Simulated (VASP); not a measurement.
# TiC (de600) (Fm-3m) in VASP: notebook

The runs below take TiC (de600) through relaxation of cell and atoms, with LDA.

Everything below comes from runs of VASP 6.6.1. Logs are shortened: lines on timing, memory, paths and dates and some standing lists are left out, and cuts for length are marked.

### Step 1. The cell of the first run

Symmetry: Fm-3m, No. 225, cubic system. The conventional cell has a = 4.260 Å, b = 4.260 Å, c = 4.260 Å, α = 90.00°, β = 90.00°, γ = 90.00°. Within 2.8 Å of Ti (site symmetry m-3m) lie 6 C at 2.13 Å. Within 2.8 Å of C (site symmetry m-3m) lie 6 Ti at 2.13 Å.

### Step 2. Relaxation of cell and atoms, LDA

File INCAR:

```
ALGO = Normal ; EDIFF = 1E-7
EDIFFG = -0.002 ; ENCUT = 600
IBRION = 2 ; ISIF = 3
ISMEAR = 0 ; LASPH = T
LCHARG = F ; LREAL = F
LWAVE = F ; NELM = 80
NSW = 100 ; PREC = Accurate
SIGMA = 0.1
```

File KPOINTS:

```
k-points
0
Gamma
  14 14 14
```

File POSCAR:

```
TiC
1.0
    0.0000000000      2.1301480065      2.1301480065
    2.1301480065      0.0000000000      2.1301480065
    2.1301480065      2.1301480065      0.0000000000
Ti C
1 1
Direct
    0.0000000000      0.0000000000      0.0000000000
    0.5000000000      0.5000000000      0.5000000000
```

Potentials or basis: VASP PAW LDA potentials, release 64 (Ti_sv, C).

The run is started by

```sh
> cat potpaw_LDA.64/Ti_sv/POTCAR potpaw_LDA.64/C/POTCAR > POTCAR
> mpirun -np 1 vasp_std > vasp.out
```

OUTCAR:

```text
EDIFF = 1E-7
   EDIFFG = -0.002
   ENCUT = 600
   IBRION = 2
   ISIF = 3
   ISMEAR = 0
   LASPH = T
   LREAL = F
   NELM = 80
   NSW = 100
   PREC = Accurate

 ion  position               nearest neighbor table
   1  0.000  0.000  0.000-   2 2.13   2 2.13   2 2.13   2 2.13   2 2.13   2 2.13
   2  0.500  0.500  0.500-   1 2.13   1 2.13   1 2.13   1 2.13   1 2.13   1 2.13

  LATTYP: Found a face centered cubic cell.
 ALAT       =     4.2602960130

  Lattice vectors:

 A1 = (   0.0000000000,   2.1301480065,   2.1301480065)
 A2 = (   2.1301480065,   0.0000000000,   2.1301480065)
 A3 = (   2.1301480065,   2.1301480065,   0.0000000000)

Analysis of symmetry for initial positions (statically):
=====================================================================
 Subroutine PRICEL returns:
 Original cell was already a primitive cell.

 Routine SETGRP: Setting up the symmetry group for a
 face centered cubic supercell.

 Subroutine GETGRP returns: Found 48 space group operations
 (whereof 48 operations were pure point group operations)
 out of a pool of 48 trial point group operations.

The static configuration has the point symmetry O_h .

Analysis of symmetry for dynamics (positions and initial velocities):
=====================================================================
 Subroutine PRICEL returns:
 Original cell was already a primitive cell.

 Routine SETGRP: Setting up the symmetry group for a
 face centered cubic supercell.

 Subroutine GETGRP returns: Found 48 space group operations
 (whereof 48 operations were pure point group operations)
 out of a pool of 48 trial point group operations.

The dynamic configuration has the point symmetry O_h .

 Subroutine INISYM returns: Found 48 space group operations
 (whereof 48 operations are pure point group operations),
 and found     1 'primitive' translations

----------------------------------------------------------------------------------------

                                     Primitive cell

  volume of cell :      19.3312

  direct lattice vectors                    reciprocal lattice vectors
     0.000000000  2.130148006  2.130148006    -0.234725474  0.234725474  0.234725474
     2.130148006  0.000000000  2.130148006     0.234725474 -0.234725474  0.234725474
     2.130148006  2.130148006  0.000000000     0.234725474  0.234725474 -0.234725474

  length of vectors
     3.012484201  3.012484201  3.012484201     0.406556446  0.406556446  0.406556446

  position of ions in fractional coordinates (direct lattice)
     0.000000000  0.000000000  0.000000000
     0.500000000  0.500000000  0.500000000

  ion indices of the primitive-cell ions
   primitive index   ion index
                 1           1
                 2           2

----------------------------------------------------------------------------------------

 KPOINTS: k-points

Automatic generation of k-mesh.
 Grid dimensions read from file:
 generate k-points for:   14   14   14

 Generating k-lattice:

  Cartesian coordinates                     Fractional coordinates (reciprocal lattice)
    -0.016766105  0.016766105  0.016766105     0.071428571  0.000000000  0.000000000
     0.016766105 -0.016766105  0.016766105     0.000000000  0.071428571  0.000000000
     0.016766105  0.016766105 -0.016766105     0.000000000  0.000000000  0.071428571

  Length of vectors
     0.029039746  0.029039746  0.029039746

  Shift w.r.t. Gamma in fractional coordinates (k-lattice)
     0.000000000  0.000000000  0.000000000

 Subroutine IBZKPT returns following result:
 ===========================================

 Found    104 irreducible k-points:

 Following reciprocal coordinates:
            Coordinates               Weight
  0.000000  0.000000  0.000000      1.000000
  0.071429  0.000000  0.000000      8.000000
  0.142857  0.000000  0.000000      8.000000
  0.214286  0.000000  0.000000      8.000000
  0.285714  0.000000  0.000000      8.000000
  0.357143  0.000000  0.000000      8.000000
[... 16 lines left out ...]
  0.214286  0.142857  0.000000     24.000000
  0.285714  0.142857  0.000000     24.000000
 [... further k-points ...]
   k-points           NKPTS =    104   k-points in BZ     NKDIM =    104   number of bands    NBANDS=     12
   number of dos      NEDOS =    301   number of ions     NIONS =      2
   total plane-waves  NPLWV =  13824
   dimension x,y,z NGX =    24 NGY =   24 NGZ =   24
   dimension x,y,z NGXF=    48 NGYF=   48 NGZF=   48
   ions per type =               1   1
   NGX,Y,Z   is equivalent  to a cutoff of  13.24, 13.24, 13.24 a.u.
   NGXF,Y,Z  is equivalent  to a cutoff of  26.49, 26.49, 26.49 a.u.
 SYSTEM =  unknown system
   PREC   = accura    normal or accurate (medium, high low for compatibility)
   ISTART =      0    job   : 0-new  1-cont  2-samecut
   ICHARG =      2    charge: 1-file 2-atom 10-const
   ISPIN  =      1    spin polarized calculation?
   LNONCOLLINEAR =      F non collinear calculations
   LSORBIT =      F    spin-orbit coupling
   LASPH  =      T    aspherical Exc in radial PAW
   ENCUT  =  600.0 eV  44.10 Ry    6.64 a.u.   6.02  6.02  6.02*2*pi/ulx,y,z
   NELM   =     80;   NELMIN=  2; NELMDL= -5     # of ELM steps
   EDIFF  = 0.1E-06   stopping-criterion for ELM
   LREAL  =      F    real-space projection
   EDIFFG = -.2E-02   stopping-criterion for IOM
   NSW    =    100    number of steps for IOM
   IBRION =      2    ionic relax: 0-MD 1-quasi-New 2-CG
   NFREE  =      1    steps in history (QN), initial steepest desc. (CG)
   ISIF   =      3    stress and relaxation
   ISYM   =      2    0-nonsym 1-usesym 2-fastsym
   POTIM  = 0.5000    time-step for ionic-motion
   TEBEG  =    0.0;   TEEND  =   0.0 temperature during run
   PSTRESS=    0.0 pullay stress
   NELECT =      16.0000    total number of electrons
   NUPDOWN=      -1.0000    fix difference up-down
   EMIN   =  10.00;   EMAX   =-10.00  energy-range for DOS
   EFERMI =   0.00;   METHOD = LEGACY
   ISMEAR =     0;   SIGMA  =   0.10  broadening in eV -4-tet -1-fermi 0-gaus
   EFERMI_NEDOS =   21; number of points for ismear=-14 and -15
   IALGO  =     38    algorithm
   IMIX   =      4    mixing-type and parameters
     AMIX     =   0.40;   BMIX     =  1.00
     AMIX_MAG =   1.60;   BMIX_MAG =  1.00
  volume/ion in A,a.u.               =       9.67        65.23
  Fermi-wavevector in a.u.,A,eV,Ry     =   1.537075  2.904650 32.145117  2.362599
  Thomas-Fermi vector in A             =   2.643635
   LORBIT       =      0    0 simple, 1 ext, 2 COOP (PROOUT), +10 PAW based schemes
   GGA     = CA    functional components
   LHFCALC =     F    Hartree Fock is set to
   AEXX    =    0.0000 exact exchange contribution
   IVDW    =     0    specifies the selected vdW correction
   LEPSILON=     F    determine dielectric tensor
   LRPA    =     F    only Hartree local field effects (RPA)
 conjugate gradient relaxation of ions
 non-spin polarized calculation
 Gauss-broadening in eV      SIGMA  =   0.10
  energy-cutoff  :      600.00
  volume of cell :       19.33
 maximum number of plane-waves:       656
   NGX = 13   NGY = 13   NGZ = 13

--------------------------------------- Ionic step        1  -------------------------------------------

 number of electron      16.0000003 magnetization

 Free energy of the ion-electron system (eV)
  ---------------------------------------------------
  ext. energy  EPLUGINS =         0.00000000
  ---------------------------------------------------
  free energy    TOTEN  =       -20.54007714 eV

  energy without entropy =      -20.53847616  energy(sigma->0) =      -20.53927665

------------------------ aborting loop because EDIFF is reached ----------------------------------------

  FORCE on cell =-STRESS in cart. coord.  units (eV):
  Direction    XX          YY          ZZ          XY          YZ          ZX
  --------------------------------------------------------------------------------------
  -------------------------------------------------------------------------------------
  Total        0.0833172      0.0833172      0.0833172     -0.0000000      0.0000000     -0.0000000
  in kB        6.9053505      6.9053505      6.9053505     -0.0000000      0.0000000     -0.0000000
  external PRESSURE =       6.9053505 kB  Pullay stress =       0.0000000 kB
[... 57 lines left out ...]
  energy  without entropy=      -20.5383686836  energy(sigma->0) =      -20.53916872

--------------------------------------- Ionic step        3  -------------------------------------------

 number of electron      16.0000003 magnetization

 Free energy of the ion-electron system (eV)
  ---------------------------------------------------
  ext. energy  EPLUGINS =         0.00000000
  ---------------------------------------------------
  free energy    TOTEN  =       -20.54018096 eV

  energy without entropy =      -20.53858030  energy(sigma->0) =      -20.53938063

 E-fermi :   9.7951     XC(G=0): -13.2207

 val. band max:        9.7884319950   @ k =   0.3571   0.2857   0.0000
 cond. band min:       9.8369323313   @ k =   0.5000   0.5000   0.0000
 fundamental gap:      0.0485003363
 Fermi energy:         9.7951212355

 k-point     1 :       0.0000    0.0000    0.0000
  band No.  band energies     occupation
      1     -45.9438      2.00000
      2     -22.3217      2.00000
      3     -22.3217      2.00000
      4     -22.3217      2.00000
      5      -2.6218      2.00000
      6      10.4473      0.00000
      7      10.4473      0.00000
      8      10.4473      0.00000
      9      11.5513      0.00000
     10      11.5513      0.00000
     11      11.5513      0.00000
     12      11.6150      0.00000
[... 331 lines left out ...]
 k-point    24 :       0.2857    0.1429    0.0000
  band No.  band energies     occupation
      1     -45.8868      2.00000
      2     -22.6240      2.00000
      3     -22.3958      2.00000
      4     -22.3854      2.00000
      5      -1.0801      2.00000
      6       6.5294      2.00000
      7       8.0633      2.00000
      8       8.6340      2.00000
      9      10.6050      0.00000
     10      12.2064      0.00000
     11      13.3853      0.00000
     12      14.5642      0.00000

 [... further k-points ...]

------------------------ aborting loop because EDIFF is reached ----------------------------------------

  FORCE on cell =-STRESS in cart. coord.  units (eV):
  Direction    XX          YY          ZZ          XY          YZ          ZX
  --------------------------------------------------------------------------------------
  -------------------------------------------------------------------------------------
  Total       -0.0014561     -0.0014561     -0.0014561      0.0000000      0.0000000      0.0000000
  in kB       -0.1203826     -0.1203826     -0.1203826      0.0000000      0.0000000      0.0000000
  external PRESSURE =      -0.1203826 kB  Pullay stress =       0.0000000 kB
[... 17 lines left out ...]
  FREE ENERGIE OF THE ION-ELECTRON SYSTEM (eV)
  ---------------------------------------------------
  free  energy   TOTEN  =       -20.5401809565 eV

  energy  without entropy=      -20.5385802976  energy(sigma->0) =      -20.53938063

 reached required accuracy - stopping structural energy minimisation
```

It took 37 s on 1 thread of Intel Xeon Platinum 8259CL at 2.50GHz (Skylake/Cascade Lake), shared host; peak memory 0.15 GiB.

Results:

```yaml
Free_energy: -20.5402 eV
Relaxed_volume: 9.69 Å³/atom
Relaxed_cell: a = 3.015 Å, b = 3.015 Å, c = 3.015 Å, α = 60.00°, β = 60.00°, γ = 60.00°
Space_group_after_relaxing_to_0.05_Å: Fm-3m (No. 225)
Energy_gained_by_relaxing: 0.1 meV/atom
Ionic_steps: 3
Pressure_after_relaxing: 0.0 GPa
Band_gap_on_the_k_mesh: zero (band 8 reaches 10.45 eV, above the bottom of band 9 at 9.39 eV)
```

Step by step:
```
step  energy change (eV)  largest force (eV/Å)  pressure (GPa)  volume (Å³)
   1              0.0000                0.0000            0.69        19.33
   2              0.0001                0.0000           -0.98        19.45
   3             -0.0001                0.0000           -0.01        19.38
```

Final structure:
```xyz
2
Lattice="0.0000 2.1319 2.1319 2.1319 0.0000 2.1319 2.1319 2.1319 0.0000" Properties=species:S:1:pos:R:3 pbc="T T T"
Ti    0.0000    0.0000    0.0000
C     2.1319    2.1319    2.1319
```

### Step 3. Relaxation of cell and atoms, LDA

File INCAR:

```
SYSTEM = TiC
  ALGO = Normal
  EDIFF = 1E-6
  EDIFFG = -0.001
  ENCUT = 600
  IBRION = 2
  ISIF = 3
  ISMEAR = -1
  LASPH = .TRUE.
  LCHARG = .FALSE.
  LREAL = .FALSE.
  LWAVE = .FALSE.
  NELM = 100
  NSW = 80
  PREC = Accurate
  SIGMA = 0.15
```

File KPOINTS:

```
k-points
0
G
  16 16 16
  0 0 0
```

File POSCAR:

```
TiC
1.0
    0.0000000000      2.1303449664      2.1303449664
    2.1303449664      0.0000000000      2.1303449664
    2.1303449664      2.1303449664      0.0000000000
Ti C
1 1
Direct
    0.0000000000      0.0000000000      0.0000000000
    0.5000000000      0.5000000000      0.5000000000
```

Potentials or basis: VASP PAW LDA potentials, release 64 (Ti_sv, C).

The run is started by

```sh
> cat potpaw_LDA.64/Ti_sv/POTCAR potpaw_LDA.64/C/POTCAR > POTCAR
> mpirun -np 1 vasp_std > vasp.out
```

Wall time 64 s (1 thread of Intel Xeon Platinum 8259CL at 2.50GHz (Skylake/Cascade Lake), shared host); peak memory 0.17 GiB.

Results (log left out):

| Quantity | Value |
| --- | --- |
| Free energy | -20.5510 eV |
| Relaxed volume | 9.69 Å³/atom |
| Relaxed cell | a = 3.015 Å, b = 3.015 Å, c = 3.015 Å, α = 60.00°, β = 60.00°, γ = 60.00° |
| Space group after relaxing (to 0.05 Å) | Fm-3m (No. 225) |
| Energy gained by relaxing | 0.1 meV/atom |
| Ionic steps | 3 |
| Pressure after relaxing | 0.0 GPa |
| Band gap on the k mesh | zero (band 8 reaches 10.45 eV, above the bottom of band 9 at 9.38 eV) |

The path:
```csv
step,energy change (eV),largest force (eV/Å),pressure (GPa),volume (Å³)
1,0.0000,0.0000,0.70,19.34
2,0.0001,0.0000,-0.96,19.46
3,-0.0001,0.0000,-0.02,19.38
```

Final structure:
```xyz
2
Lattice="0.0000 2.1321 2.1321 2.1321 0.0000 2.1321 2.1321 2.1321 0.0000" Properties=species:S:1:pos:R:3 pbc="T T T"
Ti    0.0000    0.0000    0.0000
C     2.1321    2.1321    2.1321
```

Levels at points of the mesh, in eV from the Fermi level:
```csv
k point,band 4,band 5,band 6,band 7,band 8,band 9,band 10,band 11,band 12
"(0.00, 0.00, 0.00)",-32.11,-12.41,0.66,0.66,0.66,1.76,1.76,1.76,1.83
"(0.50, 0.00, 0.00)",-32.16,-8.64,-6.02,-3.03,-3.03,3.08,3.08,4.35,8.56
"(0.50, 0.50, 0.00)",-32.31,-10.10,-3.38,-1.80,0.05,0.05,2.91,3.72,3.72
```
